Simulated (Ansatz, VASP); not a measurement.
**Two plane-wave programs on AlCu**

```
Al Cu
1.0
     3.01484    0.00000    0.00000
     0.00000    3.01484    0.00000
     0.00000    0.00000    3.01484
Al Cu
1 1
Direct
  0.00000 0.00000 0.00000
  0.50000 0.50000 0.50000
```

Alike in both runs: task single point; functional r2SCAN; k mesh 14 × 14 × 14; occupations gaussian, width 0.1 eV; no spin polarisation.

|  | VASP | Ansatz |
| --- | --- | --- |
| version | VASP 6.6.1 | Ansatz 0.2.0 |
| potentials or method | VASP PAW PBE potentials, release 64 (Al, Cu), cutoff 520 eV | scalar-relativistic, plane waves, PAW |
| valence electrons in the cell | 14 | 22 |

Ansatz gave:

* gap on the k mesh at the Fermi level (eV): none
* pressure (GPa): -6.8

**Question.** Estimate VASP's values.

**Answer.** gap on the k mesh at the Fermi level (eV): none; pressure (GPa): -6.7.

VASP's potentials were made for PBE, not for r2SCAN. A gap of «none» marks a metal or a gap that the smearing closes. VASP's potentials hold 14 valence electrons a cell and Ansatz's 22, so a difference there can come from the potentials and not from the codes.
